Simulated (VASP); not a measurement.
**InSe: single point with PBE+D3(BJ)**

InSe, a slab with vacuum:

```
CELL_PARAMETERS angstrom
4.02661 0.00000 0.00000
-2.01331 3.48715 0.00000
0.00000 0.00000 28.27071
ATOMIC_POSITIONS crystal
Se 0.00000 0.00000 0.15918
Se 0.00000 0.00000 0.34967
Se 0.00000 0.44444 0.46675
Se 0.00000 0.44444 0.65724
In 0.66667 0.33333 0.20500
In 0.66667 0.33333 0.30385
In 0.66667 0.77778 0.51257
In 0.66667 0.77778 0.61142
```

```yaml
Program: VASP 6.6.1
Task: single point
Functional: PBE
Dispersion: D3(BJ)
Potentials_or_basis: VASP PAW PBE potentials, release 64 (Se, In_d)
Cutoff: 520 eV
k_mesh: 9 × 9 × 1
Occupations: gaussian, width 0.05 eV
Spin: no spin polarisation
```

```
Largest force              : 0.046 eV/Å
Band gap on the k mesh     : 1.14 eV, indirect (least direct gap 1.19 eV)
Dispersion energy per atom : -0.253 eV
```

Forces on the atoms (eV/Å):
```
Se   0.000 -0.001 -0.011
Se   0.006 -0.026  0.037
Se  -0.019  0.019 -0.037
Se  -0.001  0.000  0.011
In  -0.001 -0.002  0.013
In   0.008  0.007  0.016
In   0.010  0.003 -0.016
In  -0.002  0.001 -0.013
```

Levels at points of the mesh, in eV from the valence-band top:
```csv
k point,band 36,band 37,band 38,band 39,band 40,band 41
"(0.00, 0.00, 0.00)",-0.67,-0.62,-0.05,1.14,1.70,2.52
```

Run time: 16 min on 1 thread of Intel(R) Xeon(R) Platinum 8259CL CPU @ 2.50GHz (Skylake/Cascade Lake) (shared host), peak memory 0.66 GiB.

Caveat: spin-orbit coupling is left out, which moves the levels of the heavy elements.
